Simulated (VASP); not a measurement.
Write the native input for VASP 6.6.1 that does the following.

- Task: single point
- Functional: PBE
- Potentials or basis: VASP PAW PBE potentials, release 64 (Ni, O)
- Cutoff: 520 eV
- k mesh: 19 × 19 × 19
- Occupations: fermi-dirac, width 0.0612256 eV
- Spin: no spin polarisation
- Dipole correction: no
- Further INCAR settings: ALGO = Normal; EDIFF = 1e-06; NBANDS = 20

The structure of Ni2O (antifluorite type) lies in POSCAR:

```
Ni2O
1.0
    0.0000000000      2.4764087302      2.4764087302
    2.4764087302      0.0000000000      2.4764087302
    2.4764087302      2.4764087302      0.0000000000
Ni O
2 1
Direct
    0.2500000000      0.2500000000      0.2500000000
    0.7500000000      0.7500000000      0.7500000000
    0.0000000000      0.0000000000      0.0000000000
```

The input as run:

INCAR

```
SYSTEM = Ni2O
PREC = Accurate
ENCUT = 520
EDIFF = 1E-6
ISMEAR = -1
SIGMA = 0.06122561905347299
LREAL = .FALSE.
LASPH = .TRUE.
NELM = 60
ALGO = Normal
ISIF = 2
LWAVE = .FALSE.
LCHARG = .TRUE.
GGA = PE
LELF = .TRUE.
LVHAR = .TRUE.
NBANDS = 20
```

KPOINTS

```
regular mesh
0
G
  19 19 19
  0 0 0
```

Potentials or basis: VASP PAW PBE potentials, release 64 (Ni, O).

Run with:

```bash
$ cat potpaw_PBE.64/Ni/POTCAR potpaw_PBE.64/O/POTCAR > POTCAR
$ mpirun -np 1 vasp_std > vasp.out
```

It gave:

```json
{
 "Pressure": "6.8 GPa",
 "Band gap on the k mesh": "zero (bands 13 and 14 overlap by 0.41 eV)"
}
```

Caveat: the cell stands under pressure; the run has no spin polarisation, though such a crystal can be magnetic.

It took 4.2 min on 1 thread of Intel Xeon 8259CL (shared host), peak memory 0.25 GiB.
